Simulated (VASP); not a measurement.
# BeF3 (Fmmm) in VASP: a series of runs

BeF3 is run at these levels: PBE; tasks: single point, relaxation of cell and atoms.

Everything below comes from runs of VASP 6.6.1. Logs are shortened: lines on timing, memory, paths and dates and some standing lists are left out, and cuts for length are marked.

## (1) The cell of the first run

Symmetry: Fmmm, No. 69, orthorhombic system. Conventional cell: a = 7.084 Å, b = 8.586 Å, c = 13.267 Å, α = 90.00°, β = 90.00°, γ = 90.00°. Within 1.9 Å of Be (site symmetry mm2) lie 2 F at 1.38 Å. Within 1.9 Å of F (site symmetry m) lie 1 Be at 1.38 Å. F (site symmetry m2m) has 1 F at 1.42 Å within 1.9 Å.

The cell was built from a structure type or drawn by symmetry, and may not be a known phase.

## (2) Single point, PBE

Input file INCAR:

```
SYSTEM = BeF3
PREC = Accurate ; ENCUT = 520
EDIFF = 1E-7 ; ISMEAR = 0
SIGMA = 0.1 ; LREAL = .FALSE.
LASPH = .TRUE. ; NELM = 80
ALGO = Normal ; ISIF = 2
LWAVE = .FALSE. ; LCHARG = .FALSE.
GGA = PE ; NBANDS = 33
```

Input file KPOINTS:

```
regular mesh
0
G
  4 4 4
  0 0 0
```

Input file POSCAR:

```
BeF3
1.0
    0.0000000000      6.6334281960      3.5419236780
    4.2928517595      0.0000000000      3.5419236780
    4.2928517595      6.6334281960      0.0000000000
Be F
2 6
Direct
    0.3553683449      0.6446316551      0.3553683449
    0.6446316551      0.3553683449      0.6446316551
    0.5200615052      0.4799384948      0.1976156069
    0.1976156069      0.8023843931      0.5200615052
    0.8023843931      0.1976156069      0.4799384948
    0.4799384948      0.5200615052      0.8023843931
    0.0827213134      0.9172786866      0.9172786866
    0.9172786866      0.0827213134      0.0827213134
```

Potentials or basis: VASP PAW PBE potentials, release 64 (Be, F).

The run is started by

```console
> cat potpaw_PBE.64/Be/POTCAR potpaw_PBE.64/F/POTCAR > POTCAR
> mpirun -np 1 vasp_std > vasp.out
```

OUTCAR:

```text
SYSTEM = BeF3
   PREC = Accurate
   ENCUT = 520
   EDIFF = 1E-7
   ISMEAR = 0
   LREAL = .FALSE.
   LASPH = .TRUE.
   NELM = 80
   ISIF = 2
   GGA = PE

 ion  position               nearest neighbor table
   1  0.355  0.645  0.355-   3 1.38   4 1.38
   2  0.645  0.355  0.645-   5 1.38   6 1.38
   3  0.520  0.480  0.198-   1 1.38
   4  0.198  0.802  0.520-   1 1.38
   5  0.802  0.198  0.480-   2 1.38
   6  0.480  0.520  0.802-   2 1.38
   7  0.083  0.917  0.917-   8 1.42
   8  0.917  0.083  0.083-   7 1.42

  LATTYP: Found a face centered orthorhombic cell.
 ALAT       =     7.0838473560
 B/A-ratio  =     1.2120113672
 C/A-ratio  =     1.8728320537

  Lattice vectors:

 A1 = (   4.2928517595,   6.6334281960,   0.0000000000)
 A2 = (   0.0000000000,   6.6334281960,   3.5419236780)
 A3 = (   4.2928517595,   0.0000000000,   3.5419236780)

Analysis of symmetry for initial positions (statically):
=====================================================================
 Subroutine PRICEL returns:
 Original cell was already a primitive cell.

 Routine SETGRP: Setting up the symmetry group for a
 face centered orthorhombic supercell.

 Subroutine GETGRP returns: Found  8 space group operations
 (whereof  8 operations were pure point group operations)
 out of a pool of  8 trial point group operations.

The static configuration has the point symmetry D_2h.

Analysis of symmetry for dynamics (positions and initial velocities):
=====================================================================
 Subroutine PRICEL returns:
 Original cell was already a primitive cell.

 Routine SETGRP: Setting up the symmetry group for a
 face centered orthorhombic supercell.

 Subroutine GETGRP returns: Found  8 space group operations
 (whereof  8 operations were pure point group operations)
 out of a pool of  8 trial point group operations.

The dynamic configuration has the point symmetry D_2h.

 Subroutine INISYM returns: Found  8 space group operations
 (whereof  8 operations are pure point group operations),
 and found     1 'primitive' translations

----------------------------------------------------------------------------------------

                                     Primitive cell

  volume of cell :     201.7219

  direct lattice vectors                    reciprocal lattice vectors
     0.000000000  6.633428196  3.541923678    -0.116472692  0.075375806  0.141166226
     4.292851760  0.000000000  3.541923678     0.116472692 -0.075375806  0.141166226
     4.292851760  6.633428196  0.000000000     0.116472692  0.075375806 -0.141166226

  length of vectors
     7.519813360  5.565410997  7.901325576     0.197927521  0.197927521  0.197927521

  position of ions in fractional coordinates (direct lattice)
     0.355368345  0.644631655  0.355368345
     0.644631655  0.355368345  0.644631655
     0.520061505  0.479938495  0.197615607
     0.197615607  0.802384393  0.520061505
     0.802384393  0.197615607  0.479938495
     0.479938495  0.520061505  0.802384393
     0.082721313  0.917278687  0.917278687
     0.917278687  0.082721313  0.082721313

  ion indices of the primitive-cell ions
   primitive index   ion index
                 1           1
                 2           2
                 3           3
                 4           4
                 5           5
                 6           6
                 7           7
                 8           8

----------------------------------------------------------------------------------------

 KPOINTS: regular mesh

Automatic generation of k-mesh.
 Grid dimensions read from file:
 generate k-points for:    4    4    4

 Generating k-lattice:

  Cartesian coordinates                     Fractional coordinates (reciprocal lattice)
    -0.029118173  0.018843952  0.035291557     0.250000000  0.000000000  0.000000000
     0.029118173 -0.018843952  0.035291557     0.000000000  0.250000000  0.000000000
     0.029118173  0.018843952 -0.035291557     0.000000000  0.000000000  0.250000000

  Length of vectors
     0.049481880  0.049481880  0.049481880

  Shift w.r.t. Gamma in fractional coordinates (k-lattice)
     0.000000000  0.000000000  0.000000000

 Subroutine IBZKPT returns following result:
 ===========================================

 Found     18 irreducible k-points:

 Following reciprocal coordinates:
            Coordinates               Weight
  0.000000  0.000000  0.000000      1.000000
  0.250000 -0.000000 -0.000000      8.000000
  0.500000 -0.000000 -0.000000      4.000000
  0.250000  0.250000  0.000000      2.000000
  0.500000  0.250000 -0.000000      8.000000
 -0.250000  0.250000  0.000000      4.000000
[... 10 lines left out ...]
 -0.250000  0.250000  0.500000      2.000000
  0.000000  0.500000  0.500000      1.000000
   k-points           NKPTS =     18   k-points in BZ     NKDIM =     18   number of bands    NBANDS=     33
   number of dos      NEDOS =    301   number of ions     NIONS =      8
   total plane-waves  NPLWV = 141120
   dimension x,y,z NGX =    56 NGY =   42 NGZ =   60
   dimension x,y,z NGXF=   112 NGYF=   84 NGZF=  120
   ions per type =               2   6
   NGX,Y,Z   is equivalent  to a cutoff of  12.38, 12.55, 12.62 a.u.
   NGXF,Y,Z  is equivalent  to a cutoff of  24.76, 25.09, 25.25 a.u.
 SYSTEM =  BeF3
   PREC   = accura    normal or accurate (medium, high low for compatibility)
   ISTART =      0    job   : 0-new  1-cont  2-samecut
   ICHARG =      2    charge: 1-file 2-atom 10-const
   ISPIN  =      1    spin polarized calculation?
   LNONCOLLINEAR =      F non collinear calculations
   LSORBIT =      F    spin-orbit coupling
   LASPH  =      T    aspherical Exc in radial PAW
   ENCUT  =  520.0 eV  38.22 Ry    6.18 a.u.  13.98 10.35 14.69*2*pi/ulx,y,z
   NELM   =     80;   NELMIN=  2; NELMDL= -5     # of ELM steps
   EDIFF  = 0.1E-06   stopping-criterion for ELM
   LREAL  =      F    real-space projection
   EDIFFG = 0.1E-05   stopping-criterion for IOM
   NSW    =      0    number of steps for IOM
   IBRION =     -1    ionic relax: 0-MD 1-quasi-New 2-CG
   NFREE  =      0    steps in history (QN), initial steepest desc. (CG)
   ISIF   =      2    stress and relaxation
   ISYM   =      2    0-nonsym 1-usesym 2-fastsym
   POTIM  = 0.5000    time-step for ionic-motion
   TEBEG  =    0.0;   TEEND  =   0.0 temperature during run
   PSTRESS=    0.0 pullay stress
   NELECT =      46.0000    total number of electrons
   NUPDOWN=      -1.0000    fix difference up-down
   EMIN   =  10.00;   EMAX   =-10.00  energy-range for DOS
   EFERMI =   0.00;   METHOD = LEGACY
   ISMEAR =     0;   SIGMA  =   0.10  broadening in eV -4-tet -1-fermi 0-gaus
   EFERMI_NEDOS =   21; number of points for ismear=-14 and -15
   IALGO  =     38    algorithm
   IMIX   =      4    mixing-type and parameters
     AMIX     =   0.40;   BMIX     =  1.00
     AMIX_MAG =   1.60;   BMIX_MAG =  1.00
  volume/ion in A,a.u.               =      25.22       170.16
  Fermi-wavevector in a.u.,A,eV,Ry     =   1.000176  1.890058 13.610614  1.000352
  Thomas-Fermi vector in A             =   2.132515
   LORBIT       =      0    0 simple, 1 ext, 2 COOP (PROOUT), +10 PAW based schemes
   GGA     = PE    functional components
   LHFCALC =     F    Hartree Fock is set to
   AEXX    =    0.0000 exact exchange contribution
   IVDW    =     0    specifies the selected vdW correction
   LEPSILON=     F    determine dielectric tensor
   LRPA    =     F    only Hartree local field effects (RPA)
 non-spin polarized calculation
 Gauss-broadening in eV      SIGMA  =   0.10
  energy-cutoff  :      520.00
  volume of cell :      201.72
 maximum number of plane-waves:      5460
   NGX = 27   NGY = 21   NGZ = 29

 number of electron      46.0000001 magnetization

 Free energy of the ion-electron system (eV)
  ---------------------------------------------------
  ext. energy  EPLUGINS =         0.00000000
  ---------------------------------------------------
  free energy    TOTEN  =       -33.89350035 eV

  energy without entropy =      -33.89350035  energy(sigma->0) =      -33.89350035

 E-fermi :  -5.9008     XC(G=0):  -5.6004

 val. band max:       -6.4122934439   @ k =   0.0000   0.5000   0.5000
 cond. band min:      -2.9683013816   @ k =   0.0000   0.5000   0.5000
 fundamental gap:      3.4439920623
 Fermi energy:        -5.9008167303

 k-point     1 :       0.0000    0.0000    0.0000
  band No.  band energies     occupation
      1     -30.9855      2.00000
      2     -26.4326      2.00000
      3     -26.4216      2.00000
      4     -26.2347      2.00000
      5     -26.2050      2.00000
      6     -24.7518      2.00000
[... 25 lines left out ...]
     32       6.6573      0.00000
     33       6.7404      0.00000

 k-point     2 :       0.2500   -0.0000   -0.0000
  band No.  band energies     occupation
      1     -30.9854      2.00000
      2     -26.4334      2.00000
      3     -26.4242      2.00000
      4     -26.2292      2.00000
      5     -26.2072      2.00000
      6     -24.7521      2.00000
[... 25 lines left out ...]
     32       6.2731      0.00000
     33       6.5588      0.00000
[... 538 lines left out ...]
     32       5.7839      0.00000
     33       7.2694      0.00000

 k-point    18 :       0.0000    0.5000    0.5000
  band No.  band energies     occupation
      1     -30.9849      2.00000
      2     -26.4478      2.00000
      3     -26.4206      2.00000
      4     -26.2181      2.00000
      5     -26.2065      2.00000
      6     -24.7531      2.00000
[... 25 lines left out ...]
     32       6.2195      0.00000
     33       6.4203      0.00000

------------------------ aborting loop because EDIFF is reached ----------------------------------------

  FORCE on cell =-STRESS in cart. coord.  units (eV):
  Direction    XX          YY          ZZ          XY          YZ          ZX
  --------------------------------------------------------------------------------------
  -------------------------------------------------------------------------------------
  Total       -0.2850431      0.1835423     -0.2090917      0.0000000      0.0000000      0.0000000
  in kB       -2.2639563      1.4577856     -1.6607120      0.0000000      0.0000000      0.0000000
  external PRESSURE =      -0.8222942 kB  Pullay stress =       0.0000000 kB

 VOLUME and BASIS-vectors are now :
 -----------------------------------------------------------------------------
  energy-cutoff  :      520.00
  volume of cell :      201.72
      direct lattice vectors                 reciprocal lattice vectors
     0.000000000  6.633428196  3.541923678    -0.116472692  0.075375806  0.141166226
     4.292851760  0.000000000  3.541923678     0.116472692 -0.075375806  0.141166226
     4.292851760  6.633428196  0.000000000     0.116472692  0.075375806 -0.141166226

 POSITION                                       TOTAL-FORCE (eV/Angst)
 -----------------------------------------------------------------------------------
      4.29285      4.71462      3.54192        -0.000000      0.003261      0.000000
      4.29285      8.55224      3.54192        -0.000000     -0.003261      0.000000
      2.90864      4.76066      3.54192         0.080305     -0.002476      0.000000
      5.67706      4.76066      3.54192        -0.080305     -0.002476      0.000000
      2.90864      8.50620      3.54192         0.080305      0.002476      0.000000
      5.67706      8.50620      3.54192        -0.080305      0.002476      0.000000
      7.87548      6.63343      3.54192        -0.372059      0.000000      0.000000
      0.71022      6.63343      3.54192         0.372059      0.000000      0.000000
 -----------------------------------------------------------------------------------
    total drift:                               -0.000000      0.000000     -0.000000

  FREE ENERGIE OF THE ION-ELECTRON SYSTEM (eV)
  ---------------------------------------------------
  free  energy   TOTEN  =       -33.8935003533 eV

  energy  without entropy=      -33.8935003533  energy(sigma->0) =      -33.89350035
```

It took 2.8 min on 1 thread of AMD EPYC 9R14 (Zen 4), shared host; peak memory 0.36 GiB.

Results:

* Free energy: -33.8935 eV
* Pressure: -0.1 GPa
* Largest force: 0.372 eV/Å
* Band gap on the k mesh: 3.44 eV

Forces on the atoms (eV/Å):
```
Be   0.000  0.003  0.000
Be   0.000 -0.003  0.000
F    0.080 -0.002  0.000
F   -0.080 -0.002  0.000
F    0.080  0.002  0.000
F   -0.080  0.002  0.000
F   -0.372  0.000  0.000
F    0.372  0.000  0.000
```

## (3) Relaxation of cell and atoms, PBE

This run uses another cell than the first one, of 12.42 Å³/atom.

Input file INCAR:

```
PREC = Accurate
ENCUT = 600
EDIFF = 1E-6
ISMEAR = 0
SIGMA = 0.1
LREAL = F
LASPH = T
NELM = 80
ALGO = Normal
ISIF = 3
LWAVE = F
LCHARG = F
GGA = PE
IBRION = 2
NSW = 90
EDIFFG = -0.04
```

Input file KPOINTS:

```
regular mesh
0
Gamma
  4 4 4
```

Input file POSCAR:

```
BeF3
1.0
    0.0000000000      3.9702845753      4.3795550378
    2.8579451591      0.0000000000      4.3795550378
    2.8579451591      3.9702845753      0.0000000000
Be F
2 6
Direct
    0.4166340207      0.5833659793      0.4166340207
    0.5833659793      0.4166340207      0.5833659793
    0.4951685179      0.5048314821      0.1714981488
    0.1714981488      0.8285018512      0.4951685179
    0.8285018512      0.1714981488      0.5048314821
    0.5048314821      0.4951685179      0.8285018512
    0.1300020335      0.8699979665      0.8699979665
    0.8699979665      0.1300020335      0.1300020335
```

Potentials or basis: VASP PAW PBE potentials, release 64 (Be, F).

The run is started by

```console
> cat potpaw_PBE.64/Be/POTCAR potpaw_PBE.64/F/POTCAR > POTCAR
> mpirun -np 1 vasp_std > vasp.out
```

Run time: 34 min. Hardware: 1 thread of AMD EPYC 9R14 (Zen 4), shared host; peak memory 0.25 GiB.

The run converged. Its results:

```yaml
Free_energy: -32.0561 eV
Relaxed_volume: 15.66 Å³/atom
Relaxed_cell: a = 5.920 Å, b = 5.086 Å, c = 6.221 Å, α = 62.18°, β = 49.46°, γ = 68.36°
Space_group_after_relaxing_to_0.1_Å: Fmmm (No. 69)
Pressure_after_relaxing: 0.0 GPa
Largest_force_after_relaxing: 0.025 eV/Å
Band_gap_on_the_k_mesh: 3.40 eV (least direct gap 3.42 eV)
```

Forces on the atoms (eV/Å):
```
Be   0.000 -0.024  0.000
Be   0.000  0.024  0.000
F    0.006  0.024  0.000
F   -0.006  0.024  0.000
F    0.006 -0.024  0.000
F   -0.006 -0.024  0.000
F    0.016  0.000  0.000
F   -0.016  0.000  0.000
```

Stress tensor (GPa, compression positive):
```
 0.15  0.00  0.00
 0.00 -0.25  0.00
 0.00  0.00  0.11
```

Final structure:
```
Be F
1.0
     0.00000    4.89256    3.33251
     3.84270    0.00000    3.33251
     3.84270    4.89256    0.00000
Be F
2 6
Direct
  0.34291 0.65709 0.34291
  0.65709 0.34291 0.65709
  0.53453 0.46547 0.18236
  0.18236 0.81764 0.53453
  0.81764 0.18236 0.46547
  0.46547 0.53453 0.81764
  0.09298 0.90702 0.90702
  0.90702 0.09298 0.09298
```

Levels at points of the mesh, in eV from the valence-band top:
| k point | band 20 | band 21 | band 22 | band 23 | band 24 | band 25 | band 26 | band 27 |
| --- | --- | --- | --- | --- | --- | --- | --- | --- |
| (0.00, 0.00, 0.00) | -0.85 | -0.75 | -0.36 | -0.14 | 3.45 | 5.61 | 8.60 | 9.23 |
| (0.50, 0.00, 0.00) | -0.79 | -0.61 | -0.47 | -0.11 | 3.42 | 7.32 | 7.35 | 8.95 |
| (0.50, 0.50, 0.00) | -0.87 | -0.77 | -0.45 | -0.15 | 3.43 | 7.63 | 8.39 | 8.45 |
| (0.50, 0.00, 0.50) | -1.12 | -0.40 | -0.30 | -0.01 | 3.45 | 6.82 | 7.89 | 8.26 |
| (0.00, 0.50, 0.50) | -0.95 | -0.45 | -0.32 | 0.00 | 3.42 | 7.03 | 8.83 | 9.17 |

Caveat: the volume moved by over 15 % at a fixed basis, so the end points are rough. A k mesh can miss the band edges.

## (4) Single point, PBE

This run uses another cell than the first one, of 21.21 Å³/atom.

Input file INCAR:

```
SYSTEM = BeF3
PREC = Accurate ; ENCUT = 520
EDIFF = 1E-6 ; ISMEAR = 0
SIGMA = 0.02 ; LREAL = .False.
LASPH = .True. ; NELM = 100
ALGO = Normal ; ISIF = 2
LWAVE = .False. ; LCHARG = .False.
GGA = PE ; NBANDS = 33
```

Input file KPOINTS:

```
regular mesh
0
Gamma
  6 6 6
  0 0 0
```

Input file POSCAR:

```
BeF3
1.0
    0.0000000000      2.8559885010      9.9033979278
    3.0000914961      0.0000000000      9.9033979278
    3.0000914961      2.8559885010      0.0000000000
Be F
2 6
Direct
    0.6765000743      0.6765000743      0.3234999257
    0.3234999257      0.3234999257      0.6765000743
    0.9174156754      0.4304046488      0.5695953512
    0.4304046488      0.9174156754      0.0825843246
    0.5695953512      0.0825843246      0.9174156754
    0.0825843246      0.5695953512      0.4304046488
    0.1237399720      0.8762600280      0.1237399720
    0.8762600280      0.1237399720      0.8762600280
```

The run is started by

```console
> cat potpaw_PBE.64/Be/POTCAR potpaw_PBE.64/F/POTCAR > POTCAR
> mpirun -np 1 vasp_std > vasp.out
```

Wall time 9.4 min (1 thread of AMD EPYC 9R14 (Zen 4), shared host); peak memory 0.53 GiB.

Results (log left out):

```yaml
Free_energy: -34.1832 eV
Pressure: -0.2 GPa
Largest_force: 0.377 eV/Å
Band_gap_on_the_k_mesh: 2.89 eV (least direct gap 2.97 eV)
```

Forces on the atoms (eV/Å):
```
Be   0.000  0.000 -0.001
Be   0.000  0.000  0.001
F    0.000 -0.061  0.003
F    0.000  0.061  0.003
F    0.000 -0.061 -0.003
F    0.000  0.061 -0.003
F    0.000  0.377  0.000
F    0.000 -0.377  0.000
```

Stress tensor (GPa, compression positive):
```
-0.29  0.00  0.00
 0.00 -0.05  0.00
 0.00  0.00 -0.23
```

Levels at points of the mesh, in eV from the valence-band top:
| k point | band 21 | band 22 | band 23 | band 24 | band 25 | band 26 |
| --- | --- | --- | --- | --- | --- | --- |
| (0.00, 0.00, 0.00) | -0.48 | -0.48 | -0.21 | 3.05 | 6.40 | 8.12 |
| (0.50, 0.00, 0.00) | -0.56 | -0.47 | -0.45 | 2.90 | 8.59 | 8.68 |
| (0.50, 0.50, 0.00) | -0.54 | -0.48 | -0.19 | 3.05 | 6.59 | 7.38 |
| (0.50, 0.00, 0.50) | -0.30 | -0.05 | 0.00 | 2.97 | 9.37 | 9.95 |
| (0.00, 0.50, 0.50) | -0.34 | -0.05 | 0.00 | 2.97 | 9.42 | 9.79 |

A k mesh can miss the band edges.

## (5) The runs side by side

```tsv
task	cell	k mesh	cutoff (eV)	smearing	gap on the mesh (eV)	pressure (GPa)	largest force (eV/Å)
single point	a = 7.520, b = 5.565, c = 7.901 Å, angles 65.2, 42.2, 72.6°, 8 atoms, atomic positions A	4 × 4 × 4	520	gaussian 0.1 eV	3.44	-0.1	0.37
relaxation of cell and atoms	relaxed from a = 5.911, b = 5.230, c = 4.892 Å, angles 71.4, 57.0, 51.7°, 8 atoms, atomic positions B	4 × 4 × 4	600	gaussian 0.1 eV	3.40	0.0	0.02
single point	a = 10.307, b = 10.348, c = 4.142 Å, angles 77.9, 79.0, 23.1°, 8 atoms, atomic positions C	6 × 6 × 6	520	gaussian 0.02 eV	2.89	-0.2	0.38
```

Alike in all rows: level PBE; potentials or basis VASP PAW PBE potentials, release 64 (Be, F); no spin polarisation.

Caveats: the volume moved by over 15 % at a fixed basis, so the end points are rough (at least some runs).

Absolute energies hang on the potentials; compare differences alone.
